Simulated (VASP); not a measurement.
# Ba (P6_3/mmc) in VASP: single point with LDA

Aim: the single point of Ba with LDA.

Everything below comes from runs of VASP 6.6.1. Logs are shortened: lines on timing, memory, paths and dates and some standing lists are left out, and cuts for length are marked.

## (1) The cell of the first run

It takes space group P6_3/mmc (No. 194, hexagonal). Conventional cell: a = 3.996 Å, b = 3.996 Å, c = 6.229 Å, α = 90.00°, β = 90.00°, γ = 120.00°. Ba (site symmetry -6m2) has 12 Ba at 3.88 to 4.00 Å within 5.1 Å.

## (2) Single point, LDA

Input file INCAR:

```
SYSTEM = Ba
  ALGO = Normal
  EDIFF = 1E-6
  ENCUT = 500
  GGA = CA
  GGA_COMPAT = .FALSE.
  ISIF = 2
  ISMEAR = -1
  LASPH = .TRUE.
  LCHARG = .TRUE.
  LELF = .TRUE.
  LREAL = .FALSE.
  LVHAR = .TRUE.
  LWAVE = .FALSE.
  NBANDS = 17
  NELM = 120
  PREC = Accurate
  SIGMA = 0.05
```

Input file KPOINTS:

```
k-points
0
G
  11 11 6
  0 0 0
```

Input file POSCAR:

```
Ba
1.0
    3.9955106787      0.0000000000      0.0000000000
   -1.9977553394      3.4602137488      0.0000000000
    0.0000000000      0.0000000000      6.2288122045
Ba
2
Direct
    0.3333333333      0.6666666667      0.2500000000
    0.6666666667      0.3333333333      0.7500000000
```

Potentials or basis: VASP PAW LDA potentials, release 64 (Ba_sv).

The run is started by

```console
$ cat potpaw_LDA.64/Ba_sv/POTCAR > POTCAR
$ mpirun -np 1 vasp_std > vasp.out
```

OUTCAR:

```text
SYSTEM = Ba
   EDIFF = 1E-6
   ENCUT = 500
   GGA = CA
   ISIF = 2
   ISMEAR = -1
   LASPH = .TRUE.
   LREAL = .FALSE.
   NELM = 120
   PREC = Accurate

 ion  position               nearest neighbor table
   1  0.333  0.667  0.250-   2 3.88   2 3.88   2 3.88   2 3.88   2 3.88   2 3.88
   2  0.667  0.333  0.750-   1 3.88   1 3.88   1 3.88   1 3.88   1 3.88   1 3.88

  LATTYP: Found a hexagonal cell.
 ALAT       =     3.9955106787
 C/A-ratio  =     1.5589527110

  Lattice vectors:

 A1 = (   3.9955106787,   0.0000000000,   0.0000000000)
 A2 = (  -1.9977553394,   3.4602137488,   0.0000000000)
 A3 = (   0.0000000000,   0.0000000000,   6.2288122045)

Analysis of symmetry for initial positions (statically):
=====================================================================
 Subroutine PRICEL returns:
 Original cell was already a primitive cell.

 Routine SETGRP: Setting up the symmetry group for a
 hexagonal supercell.

 Subroutine GETGRP returns: Found 24 space group operations
 (whereof 12 operations were pure point group operations)
 out of a pool of 24 trial point group operations.

The static configuration has the point symmetry D_3d.
 The point group associated with its full space group is D_6h.

Analysis of symmetry for dynamics (positions and initial velocities):
=====================================================================
 Subroutine PRICEL returns:
 Original cell was already a primitive cell.

 Routine SETGRP: Setting up the symmetry group for a
 hexagonal supercell.

 Subroutine GETGRP returns: Found 24 space group operations
 (whereof 12 operations were pure point group operations)
 out of a pool of 24 trial point group operations.

The dynamic configuration has the point symmetry D_3d.
 The point group associated with its full space group is D_6h.

 Subroutine INISYM returns: Found 24 space group operations
 (whereof 12 operations are pure point group operations),
 and found     1 'primitive' translations

----------------------------------------------------------------------------------------

                                     Primitive cell

  volume of cell :      86.1153

  direct lattice vectors                    reciprocal lattice vectors
     3.995510679  0.000000000  0.000000000     0.250280898  0.144499744  0.000000000
    -1.997755339  3.460213749  0.000000000     0.000000000  0.288999487  0.000000000
     0.000000000  0.000000000  6.228812204     0.000000000  0.000000000  0.160544253

  length of vectors
     3.995510679  3.995510679  6.228812204     0.288999487  0.288999487  0.160544253

  position of ions in fractional coordinates (direct lattice)
     0.333333333  0.666666667  0.250000000
     0.666666667  0.333333333  0.750000000

  ion indices of the primitive-cell ions
   primitive index   ion index
                 1           1
                 2           2

----------------------------------------------------------------------------------------

 KPOINTS: k-points

Automatic generation of k-mesh.
 Grid dimensions read from file:
 generate k-points for:   11   11    6

 Generating k-lattice:

  Cartesian coordinates                     Fractional coordinates (reciprocal lattice)
     0.022752809  0.013136340  0.000000000     0.090909091  0.000000000  0.000000000
     0.000000000  0.026272681  0.000000000     0.000000000  0.090909091  0.000000000
     0.000000000  0.000000000  0.026757375     0.000000000  0.000000000  0.166666667

  Length of vectors
     0.026272681  0.026272681  0.026757375

  Shift w.r.t. Gamma in fractional coordinates (k-lattice)
     0.000000000  0.000000000  0.000000000

 Subroutine IBZKPT returns following result:
 ===========================================

 Found     64 irreducible k-points:

 Following reciprocal coordinates:
            Coordinates               Weight
  0.000000  0.000000  0.000000      1.000000
  0.090909  0.000000  0.000000      6.000000
  0.181818  0.000000  0.000000      6.000000
  0.272727  0.000000  0.000000      6.000000
  0.363636 -0.000000  0.000000      6.000000
  0.454545  0.000000  0.000000      6.000000
[... 16 lines left out ...]
  0.090909  0.090909  0.166667     12.000000
  0.181818  0.090909  0.166667     24.000000
 [... further k-points ...]
   k-points           NKPTS =     64   k-points in BZ     NKDIM =     64   number of bands    NBANDS=     17
   number of dos      NEDOS =    301   number of ions     NIONS =      2
   total plane-waves  NPLWV =  43200
   dimension x,y,z NGX =    30 NGY =   30 NGZ =   48
   dimension x,y,z NGXF=    60 NGYF=   60 NGZF=   96
   ions per type =               2
   NGX,Y,Z   is equivalent  to a cutoff of  12.48, 12.48, 12.81 a.u.
   NGXF,Y,Z  is equivalent  to a cutoff of  24.96, 24.96, 25.62 a.u.
 SYSTEM =  Ba
   PREC   = accura    normal or accurate (medium, high low for compatibility)
   ISTART =      0    job   : 0-new  1-cont  2-samecut
   ICHARG =      2    charge: 1-file 2-atom 10-const
   ISPIN  =      1    spin polarized calculation?
   LNONCOLLINEAR =      F non collinear calculations
   LSORBIT =      F    spin-orbit coupling
   LASPH  =      T    aspherical Exc in radial PAW
   ENCUT  =  500.0 eV  36.75 Ry    6.06 a.u.   7.28  7.28 11.36*2*pi/ulx,y,z
   NELM   =    120;   NELMIN=  2; NELMDL= -5     # of ELM steps
   EDIFF  = 0.1E-05   stopping-criterion for ELM
   LREAL  =      F    real-space projection
   EDIFFG = 0.1E-04   stopping-criterion for IOM
   NSW    =      0    number of steps for IOM
   IBRION =     -1    ionic relax: 0-MD 1-quasi-New 2-CG
   NFREE  =      0    steps in history (QN), initial steepest desc. (CG)
   ISIF   =      2    stress and relaxation
   ISYM   =      2    0-nonsym 1-usesym 2-fastsym
   POTIM  = 0.5000    time-step for ionic-motion
   TEBEG  =    0.0;   TEEND  =   0.0 temperature during run
   PSTRESS=    0.0 pullay stress
   NELECT =      20.0000    total number of electrons
   NUPDOWN=      -1.0000    fix difference up-down
   EMIN   =  10.00;   EMAX   =-10.00  energy-range for DOS
   EFERMI =   0.00;   METHOD = LEGACY
   ISMEAR =    -1;   SIGMA  =   0.05  broadening in eV -4-tet -1-fermi 0-gaus
   EFERMI_NEDOS =   21; number of points for ismear=-14 and -15
   IALGO  =     38    algorithm
   IMIX   =      4    mixing-type and parameters
     AMIX     =   0.40;   BMIX     =  1.00
     AMIX_MAG =   1.60;   BMIX_MAG =  1.00
  volume/ion in A,a.u.               =      43.06       290.57
  Fermi-wavevector in a.u.,A,eV,Ry     =   1.006294  1.901619 13.777622  1.012627
  Thomas-Fermi vector in A             =   2.139027
   LORBIT       =      0    0 simple, 1 ext, 2 COOP (PROOUT), +10 PAW based schemes
   GGA     = CA    functional components
   LHFCALC =     F    Hartree Fock is set to
   AEXX    =    0.0000 exact exchange contribution
   IVDW    =     0    specifies the selected vdW correction
   LEPSILON=     F    determine dielectric tensor
   LRPA    =     F    only Hartree local field effects (RPA)
 non-spin polarized calculation
  energy-cutoff  :      500.00
  volume of cell :       86.12
 maximum number of plane-waves:      2219
 NGX is ok and might be reduce to    30
   NGX = 15   NGY = 15   NGZ = 23

 number of electron      19.9999998 magnetization

 Free energy of the ion-electron system (eV)
  ---------------------------------------------------
  ext. energy  EPLUGINS =         0.00000000
  ---------------------------------------------------
  free energy    TOTEN  =        -4.34634457 eV

  energy without entropy =       -4.33258457  energy(sigma->0) =       -4.33946457

 E-fermi :   2.9560     XC(G=0):  -8.9549

 val. band max:        2.8793447767   @ k =   0.2727   0.1818   0.1667
 cond. band min:       2.9568239075   @ k =   0.2727   0.1818   0.1667
 fundamental gap:      0.0774791307
 Fermi energy:         2.9559651485

 k-point     1 :       0.0000    0.0000    0.0000
  band No.  band energies     occupation
      1     -25.4550      2.00000
      2     -25.2211      2.00000
      3     -11.4774      2.00000
      4     -10.2169      2.00000
      5     -10.2169      2.00000
      6      -9.9888      2.00000
[... 9 lines left out ...]
     16       5.9256      0.00000
     17       6.0869      0.00000

 k-point     2 :       0.0909    0.0000    0.0000
  band No.  band energies     occupation
      1     -25.4424      2.00000
      2     -25.2166      2.00000
      3     -11.4420      2.00000
      4     -10.3033      2.00000
      5     -10.2456      2.00000
      6     -10.0792      2.00000
[... 9 lines left out ...]
     16       5.8383      0.00000
     17       5.8997      0.00000

 k-point     3 :       0.1818    0.0000    0.0000
  band No.  band energies     occupation
      1     -25.4075      2.00000
      2     -25.2053      2.00000
      3     -11.3403      2.00000
      4     -10.5305      2.00000
      5     -10.3178      2.00000
      6     -10.3062      2.00000
[... 9 lines left out ...]
     16       5.7383      0.00000
     17       6.1649      0.00000

 k-point     4 :       0.2727    0.0000    0.0000
  band No.  band energies     occupation
      1     -25.3586      2.00000
      2     -25.1932      2.00000
      3     -11.1869      2.00000
      4     -10.8175      2.00000
      5     -10.5761      2.00000
      6     -10.4051      2.00000
[... 9 lines left out ...]
     16       6.5297      0.00000
     17       6.8926      0.00000

 k-point     5 :       0.3636   -0.0000    0.0000
  band No.  band energies     occupation
      1     -25.3080      2.00000
      2     -25.1871      2.00000
      3     -11.0698      2.00000
      4     -11.0091      2.00000
      5     -10.8038      2.00000
      6     -10.4803      2.00000
[... 9 lines left out ...]
     16       7.6798      0.00000
     17       7.9210      0.00000

 k-point     6 :       0.4545    0.0000    0.0000
  band No.  band energies     occupation
      1     -25.2721      2.00000
      2     -25.1890      2.00000
      3     -11.2146      2.00000
      4     -10.9320      2.00000
      5     -10.8636      2.00000
      6     -10.5231      2.00000
[... 9 lines left out ...]
     16       8.8299      0.00000
     17       9.2553      0.00000

 k-point     7 :       0.0909    0.0909    0.0000
  band No.  band energies     occupation
      1     -25.4187      2.00000
      2     -25.2087      2.00000
      3     -11.3734      2.00000
      4     -10.4380      2.00000
      5     -10.3500      2.00000
      6     -10.1914      2.00000
[... 9 lines left out ...]
     16       5.9203      0.00000
     17       5.9964      0.00000

 k-point     8 :       0.1818    0.0909    0.0000
  band No.  band energies     occupation
      1     -25.3767      2.00000
      2     -25.1970      2.00000
      3     -11.2454      2.00000
      4     -10.6738      2.00000
      5     -10.5468      2.00000
      6     -10.3247      2.00000
[... 9 lines left out ...]
     16       6.2619      0.00000
     17       6.3772      0.00000
[... 203 lines left out ...]
      1     -25.3944      2.00000
      2     -25.2193      2.00000
      3     -11.2786      2.00000
      4     -10.5016      2.00000
      5     -10.3803      2.00000
      6     -10.2989      2.00000
[... 9 lines left out ...]
     16       5.9443      0.00000
     17       6.3543      0.00000

 k-point    20 :       0.2727    0.0000    0.1667
  band No.  band energies     occupation
      1     -25.3478      2.00000
      2     -25.2045      2.00000
      3     -11.1869      2.00000
      4     -10.7571      2.00000
      5     -10.6307      2.00000
      6     -10.3833      2.00000
[... 9 lines left out ...]
     16       6.6080      0.00000
     17       7.0367      0.00000

 k-point    21 :       0.3636   -0.0000    0.1667
  band No.  band energies     occupation
      1     -25.3000      2.00000
      2     -25.1953      2.00000
      3     -11.1993      2.00000
      4     -10.9270      2.00000
      5     -10.7674      2.00000
      6     -10.4563      2.00000
[... 9 lines left out ...]
     16       7.6559      0.00000
     17       7.8632      0.00000

 k-point    22 :       0.4545    0.0000    0.1667
  band No.  band energies     occupation
      1     -25.2666      2.00000
      2     -25.1945      2.00000
      3     -11.2889      2.00000
      4     -11.0302      2.00000
      5     -10.7219      2.00000
      6     -10.4980      2.00000
[... 9 lines left out ...]
     16       8.5441      0.00000
     17       8.8810      0.00000

 k-point    23 :       0.0909    0.0909    0.1667
  band No.  band energies     occupation
      1     -25.4050      2.00000
      2     -25.2232      2.00000
      3     -11.3032      2.00000
      4     -10.4095      2.00000
      5     -10.3654      2.00000
      6     -10.2422      2.00000
[... 9 lines left out ...]
     16       5.8681      0.00000
     17       6.2812      0.00000

 k-point    24 :       0.1818    0.0909    0.1667
  band No.  band energies     occupation
      1     -25.3649      2.00000
      2     -25.2094      2.00000
      3     -11.2130      2.00000
      4     -10.6429      2.00000
      5     -10.5659      2.00000
      6     -10.3464      2.00000
[... 9 lines left out ...]
     16       6.2848      0.00000
     17       6.6014      0.00000

 [... further k-points ...]
[... 5 lines left out ...]
  --------------------------------------------------------------------------------------
  -------------------------------------------------------------------------------------
  Total        1.4144023      1.4144023      1.4474566     -0.0000000     -0.0000000      0.0000000
  in kB       26.3149820     26.3149820     26.9299570     -0.0000000     -0.0000000      0.0000000
  external PRESSURE =      26.5199737 kB  Pullay stress =       0.0000000 kB

 VOLUME and BASIS-vectors are now :
 -----------------------------------------------------------------------------
  energy-cutoff  :      500.00
  volume of cell :       86.12
      direct lattice vectors                 reciprocal lattice vectors
     3.995510679  0.000000000  0.000000000     0.250280898  0.144499744  0.000000000
    -1.997755339  3.460213749  0.000000000     0.000000000  0.288999487  0.000000000
     0.000000000  0.000000000  6.228812204     0.000000000  0.000000000  0.160544253

 POSITION                                       TOTAL-FORCE (eV/Angst)
 -----------------------------------------------------------------------------------
     -0.00000      2.30681      1.55720         0.000000      0.000000      0.000000
      1.99776      1.15340      4.67161        -0.000000     -0.000000      0.000000
 -----------------------------------------------------------------------------------
    total drift:                                0.000000     -0.000000      0.000000

  FREE ENERGIE OF THE ION-ELECTRON SYSTEM (eV)
  ---------------------------------------------------
  free  energy   TOTEN  =        -4.3463445749 eV

  energy  without entropy=       -4.3325845728  energy(sigma->0) =       -4.33946457
```

It took 1.7 min on 1 thread of Intel Xeon 8259CL, shared host; peak memory 0.21 GiB.

What came out:

```
Free energy            : -4.3463 eV
Pressure               : 2.7 GPa
Band gap on the k mesh : zero (band 10 reaches 3.25 eV, above the bottom of band 11 at 2.49 eV)
```

Caveat: spin-orbit coupling is left out, which moves the levels of the heavy elements.
